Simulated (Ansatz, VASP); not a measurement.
Two plane-wave programs on SnSe

INCAR

```
PREC = Accurate
ENCUT = 520
EDIFF = 1E-6
ISMEAR = 0
SIGMA = 0.05
LREAL = F
LASPH = T
NELM = 80
ALGO = Normal
ISIF = 2
LWAVE = F
LCHARG = F
GGA = PS
NBANDS = 17
```

KPOINTS

```
Automatic mesh
0
Gamma
  8 8 8
```

The input POSCAR:

```
SnSe
1.0
    0.0000000000      2.9727546651      2.9727546651
    2.9727546651      0.0000000000      2.9727546651
    2.9727546651      2.9727546651      0.0000000000
Sn Se
1 1
Direct
    0.0000000000      0.0000000000      0.0000000000
    0.4873854373      0.4873854373      0.5126145627
```

Input for Ansatz:

```yaml
crystal:
  lattice:
    - [0.0, 2.9727546651, 2.9727546651]
    - [2.9727546651, 0.0, 2.9727546651]
    - [2.9727546651, 2.9727546651, 0.0]
  atoms:
    - { symbol: Sn, position: [0.0, 0.0, 0.0] }
    - { symbol: Se, position: [0.4873854373, 0.4873854373, 0.5126145627] }
basis:
  ecutwfc: 420
kpoints:
  mp_grid: { grid: [8, 8, 8] }
hamiltonian:
  xc: pbesol
scf:
  occupations: { method: gaussian, width: 0.05 }
output:
  forces: true
  stress: true
  eigenvalues: true
```

Change from the starting cell: all Se atoms moved +0.075 Å, as atom 2 towards its neighbour atom 1 (Sn) at 2.973 Å.

Alike in both runs: task single point; functional PBEsol; k mesh 8 × 8 × 8; occupations gaussian, width 0.05 eV; no spin polarisation.

|  | VASP | Ansatz |
| --- | --- | --- |
| version | VASP 6.6.1 | Ansatz 0.2.0 |
| potentials or method | VASP PAW PBE potentials, release 64 (Sn_d, Se), cutoff 520 eV | scalar-relativistic, plane waves, PAW |
| valence electrons in the cell | 20 | 30 |

```tsv
	VASP	Ansatz	Ansatz less VASP
gap on the k mesh at the Fermi level (eV)	0.76	0.76	-0.002
least direct gap on the mesh (eV)	0.84	0.83	-0.003
pressure (GPa)	0.1	0.1	-0.02
traceless stress, the component that is largest in VASP (GPa)	0.12	0.12	-0.002
rms of the force components (eV/Å)	0.020	0.018	-0.0018
```

VASP's potentials were made for PBE, not for PBEsol. Atom by atom the forces differ by 0.002 eV/Å (rms over components). VASP's potentials hold 20 valence electrons a cell and Ansatz's 30, so a difference there can come from the potentials and not from the codes.
